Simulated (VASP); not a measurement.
Input of a VASP 6.6.1 run:

File POSCAR:

```
TaSi2
1.0
    4.5409691634      0.0000000000      0.0000000000
   -2.2704845817      3.9325946533      0.0000000000
    0.0000000000      0.0000000000      6.5547553952
Ta Si
3 6
Direct
    0.5000000000      0.0000000000      0.0000000000
    0.5000000000      0.5000000000      0.6666666667
    0.0000000000      0.5000000000      0.3333333333
    0.1582725695      0.3165451391      0.0000000000
    0.8417274305      0.1582725695      0.6666666667
    0.6834548609      0.8417274305      0.3333333333
    0.8417274305      0.6834548609      0.0000000000
    0.1582725695      0.8417274305      0.6666666667
    0.3165451391      0.1582725695      0.3333333333
```

The input INCAR.step1:

```
SYSTEM = TaSi2
PREC = Accurate ; ENCUT = 550
ISMEAR = 0 ; SIGMA = 0.15
LREAL = .FALSE. ; LASPH = .TRUE.
NELM = 120 ; NBANDS = 38
GGA = PE ; ALGO = Normal
EDIFF = 1E-5 ; LWAVE = .TRUE.
LCHARG = .FALSE. ; GGA_COMPAT = .FALSE.
```

Contents of INCAR.step2:

```
SYSTEM = TaSi2
PREC = Accurate ; ENCUT = 550
EDIFF = 1E-6 ; ISMEAR = 0
SIGMA = 0.15 ; LREAL = .FALSE.
LASPH = .TRUE. ; NELM = 120
ALGO = Normal ; ISIF = 2
LWAVE = .FALSE. ; LCHARG = .TRUE.
METAGGA = R2SCAN ; LMIXTAU = .TRUE.
LELF = .TRUE. ; LVHAR = .TRUE.
NBANDS = 38 ; ISTART = 1
GGA_COMPAT = .FALSE.
```

File KPOINTS:

```
Automatic mesh
0
G
  12 12 6
  0 0 0
```

Potentials or basis: VASP PAW PBE potentials, release 64 (Ta_pv, Si).

Launch:

```sh
$ cat potpaw_PBE.64/Ta_pv/POTCAR potpaw_PBE.64/Si/POTCAR > POTCAR
$ cp INCAR.step1 INCAR
$ mpirun -np 1 vasp_std > vasp.out
$ cp INCAR.step2 INCAR
$ mpirun -np 1 vasp_std > vasp.out
```

Question: Predict the band gap on the k mesh.

Answer: Zero (an odd number of electrons rules out a gap without spin polarisation).

Question: What does it give for the pressure?

Answer: 24.7 GPa.

Question: What does it give for the largest force?

Answer: 0.309 eV/Å.

Forces in eV/Å, atoms in the order of the input:
```
Ta   0.000  0.000  0.000
Ta   0.000  0.000  0.000
Ta   0.000  0.000  0.000
Si   0.000  0.309  0.000
Si  -0.267  0.154  0.000
Si  -0.267 -0.154  0.000
Si   0.000 -0.309  0.000
Si   0.267 -0.154  0.000
Si   0.267  0.154  0.000
```

Caveat: the cell differs from its parent crystal (strain -0.050 along x and y, +0.000 along z); the cell stands under pressure; the PAW data sets were made with another functional, which shifts forces and pressure a little; spin-orbit coupling is left out, which moves the levels of the heavy elements.
